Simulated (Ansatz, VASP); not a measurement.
Two plane-wave programs on Pt

POSCAR

```
Pt
1.0
    2.7984876529      0.0000000000      0.0000000000
   -1.3992438264      2.4235613996      0.0000000000
    0.0000000000      0.0000000000      4.6634763165
Pt
2
Direct
    0.6666666667      0.3333333333      0.7500000000
    0.3333333333      0.6666666667      0.2500000000
```

The input INCAR.step1:

```
PREC     = Accurate       # precision mode
ENCUT    = 520            # plane-wave cutoff, eV
ISMEAR   = 0              # smearing method
SIGMA    = 0.15           # smearing width, eV
LREAL    = F              # projectors in reciprocal space
LASPH    = T              # aspherical terms in the spheres
NELM     = 60             # most SCF steps
NBANDS   = 17             # bands
GGA      = PE             # functional
ALGO     = Normal         # electronic algorithm
EDIFF    = 1E-4           # SCF threshold, eV
LWAVE    = T              # write WAVECAR
LCHARG   = F              # write CHGCAR
```

The input INCAR.step2:

```
PREC     = Accurate       # precision mode
ENCUT    = 520            # plane-wave cutoff, eV
EDIFF    = 1E-7           # SCF threshold, eV
ISMEAR   = 0              # smearing method
SIGMA    = 0.15           # smearing width, eV
LREAL    = F              # projectors in reciprocal space
LASPH    = T              # aspherical terms in the spheres
NELM     = 60             # most SCF steps
ALGO     = Normal         # electronic algorithm
ISIF     = 2              # what is computed and relaxed
LWAVE    = F              # write WAVECAR
LCHARG   = F              # write CHGCAR
METAGGA  = R2SCAN         # meta-GGA
LMIXTAU  = T            
NBANDS   = 17             # bands
ISTART   = 1
```

Contents of KPOINTS:

```
regular mesh
0
Gamma
  24 24 12
```

Input for Ansatz:

```yaml
crystal:
  lattice:
    - [2.7984876529, 0.0, 0.0]
    - [-1.3992438264, 2.4235613996, 0.0]
    - [0.0, 0.0, 4.6634763165]
  atoms:
    - { symbol: Pt, position: [0.6666666667, 0.3333333333, 0.75] }
    - { symbol: Pt, position: [0.3333333333, 0.6666666667, 0.25] }
basis:
  ecutwfc: 500
kpoints:
  mp_grid: { grid: [24, 24, 12] }
hamiltonian:
  xc: r2scan
scf:
  occupations: { method: gaussian, width: 0.15 }
output:
  forces: true
  stress: true
  eigenvalues: true
```

Alike in both runs: task single point; functional r2SCAN; k mesh 24 × 24 × 12; occupations gaussian, width 0.15 eV; no spin polarisation.

|  | VASP | Ansatz |
| --- | --- | --- |
| version | VASP 6.6.1 | Ansatz 0.2.0 |
| potentials or method | VASP PAW PBE potentials, release 64 (Pt), cutoff 520 eV | scalar-relativistic, plane waves, PAW |
| valence electrons in the cell | 20 | 36 |

```csv
,VASP,Ansatz,Ansatz less VASP
gap on the k mesh at the Fermi level (eV),none,none,-
pressure (GPa),-6.3,-6.8,-0.55
"traceless stress, the component that is largest in VASP (GPa)",4.74,4.86,+0.120
```

VASP's potentials were made for PBE, not for r2SCAN. A gap of «none» marks a metal or a gap that the smearing closes. VASP's potentials hold 20 valence electrons a cell and Ansatz's 36, so a difference there can come from the potentials and not from the codes.

Spin-orbit coupling is off throughout.
